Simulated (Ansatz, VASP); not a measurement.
**One calculation of Ga, two programs**

Contents of INCAR:

```
SYSTEM = Ga
  ALGO = Normal
  EDIFF = 1E-6
  ENCUT = 520
  ISIF = 2
  ISMEAR = -1
  LASPH = .True.
  LCHARG = .False.
  LREAL = .False.
  LWAVE = .False.
  NBANDS = 20
  NELM = 100
  PREC = Accurate
  SIGMA = 0.08
```

File KPOINTS:

```
k-points
0
Gamma
  12 12 10
  0 0 0
```

The input POSCAR:

```
Ga
1.0
    1.4065000000     -3.9430500000      0.0000000000
    1.4065000000      3.9430500000      0.0000000000
    0.0000000000      0.0000000000      3.1700000000
Ga
2
Direct
    0.8670000000      0.1330000000      0.2500000000
    0.1330000000      0.8670000000      0.7500000000
```

Input for Ansatz:

```yaml
crystal:
  lattice:
    - [1.4065, -3.94305, 0.0]
    - [1.4065, 3.94305, 0.0]
    - [0.0, 0.0, 3.17]
  atoms:
    - { symbol: Ga, position: [0.867, 0.133, 0.25] }
    - { symbol: Ga, position: [0.133, 0.867, 0.75] }
kpoints:
  mp_grid: { grid: [12, 12, 10] }
  band_path:
    path:
      - [0.0, 0.0, 0.0]
      - [-0.5, 0.5, 0.0]
      - [-0.2818093587, 0.7181906413, 0.0]
      - [0.2818093587, 0.2818093587, 0.0]
      - [0.0, 0.0, 0.0]
      - [0.0, 0.0, 0.5]
      - [0.2818093587, 0.2818093587, 0.5]
      - [-0.2818093587, 0.7181906413, 0.5]
      - [-0.5, 0.5, 0.5]
    npoints: 5
scf:
  occupations: { method: fermi_dirac, width: 0.08 }
hamiltonian:
  xc: lda
  pseudopotentials: { kind: all_electron, lapw: { basis_error: 0.001 } }
output:
  forces: true
  stress: true
  eigenvalues: true
```

Change from the starting cell: equal xx and yy strain of -3 %.

Alike in both runs: task single point; functional LDA; k mesh 12 × 12 × 10; occupations fermi-dirac, width 0.08 eV; no spin polarisation.

|  | VASP | Ansatz |
| --- | --- | --- |
| version | VASP 6.6.1 | Ansatz 0.2.0 |
| potentials or method | VASP PAW LDA potentials, release 64 (Ga_d), cutoff 520 eV | all-electron LAPW, scalar-relativistic |

Ansatz gave:

- pressure (GPa): -0.8
- traceless stress, the component that is largest in VASP (GPa): -2.20
- rms of the force components (eV/Å): 0.113

What did VASP give for the same quantities?

Pressure (GPa): -0.8; traceless stress, the component that is largest in VASP (GPa): -2.20; rms of the force components (eV/Å): 0.115.

LDA's correlation is that of Perdew and Zunger in VASP and of Perdew and Wang (1992) in Ansatz. Atom by atom the forces differ by 0.002 eV/Å (rms over components). Ansatz ran all-electron here, and VASP with PAW potentials.
